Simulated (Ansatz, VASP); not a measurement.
## One calculation of Al2Au, two programs

File POSCAR:

```
Al2Au
1.0
    0.0000000000      3.0000000000      3.0000000000
    3.0000000000      0.0000000000      3.0000000000
    3.0000000000      3.0000000000      0.0000000000
Au Al
1 2
Direct
    0.0000000000      0.0000000000      0.0000000000
    0.7500000000      0.7500000000      0.7500000000
    0.2500000000      0.2500000000      0.2500000000
```

The input INCAR.step1:

```
ALGO = Normal
EDIFF = 1E-4
ENCUT = 520
GGA = PE
ISMEAR = -1
LASPH = T
LCHARG = F
LREAL = F
LWAVE = T
NBANDS = 16
NELM = 80
PREC = Accurate
SIGMA = 0.05
```

The input INCAR.step2:

```
ALGO = Normal
EDIFF = 1E-6
ENCUT = 520
ISIF = 2
ISMEAR = -1
ISTART = 1
LASPH = T
LCHARG = F
LMIXTAU = T
LREAL = F
LWAVE = F
METAGGA = R2SCAN
NBANDS = 16
NELM = 80
PREC = Accurate
SIGMA = 0.05
```

KPOINTS

```
k-points
0
Gamma
  8 8 8
```

input.yaml

```yaml
crystal:
  lattice:
    - [0.0, 3.0, 3.0]
    - [3.0, 0.0, 3.0]
    - [3.0, 3.0, 0.0]
  atoms:
    - { symbol: Au, position: [0.0, 0.0, 0.0] }
    - { symbol: Al, position: [0.75, 0.75, 0.75] }
    - { symbol: Al, position: [0.25, 0.25, 0.25] }
hamiltonian:
  xc: r2scan
  pseudopotentials: { kind: paw }
kpoints:
  mp_grid: { grid: [8, 8, 8] }
scf:
  occupations: { method: fermi_dirac, width: 0.05 }
output:
  forces: true
  stress: true
  eigenvalues: true
```

Alike in both runs: task single point; functional r2SCAN; k mesh 8 × 8 × 8; occupations fermi-dirac, width 0.05 eV; no spin polarisation.

|  | VASP | Ansatz |
| --- | --- | --- |
| version | VASP 6.6.1 | Ansatz 0.2.0 |
| potentials or method | VASP PAW PBE potentials, release 64 (Au, Al) | Ansatz PAW |
| plane-wave cutoff (eV) | 520 | 500 |
| valence electrons in the cell | 17 | 25 |

|  | VASP | Ansatz | Ansatz less VASP |
| --- | --- | --- | --- |
| gap on the k mesh at the Fermi level (eV) | none | none | - |
| pressure (GPa) | 0.1 | 0.5 | +0.33 |

VASP's potentials were made for PBE, not for r2SCAN. A gap of «none» marks a metal or a gap that the smearing closes. VASP's potentials hold 17 valence electrons a cell and Ansatz's 25, so a difference there can come from the potentials and not from the codes.

Spin-orbit coupling is off throughout.
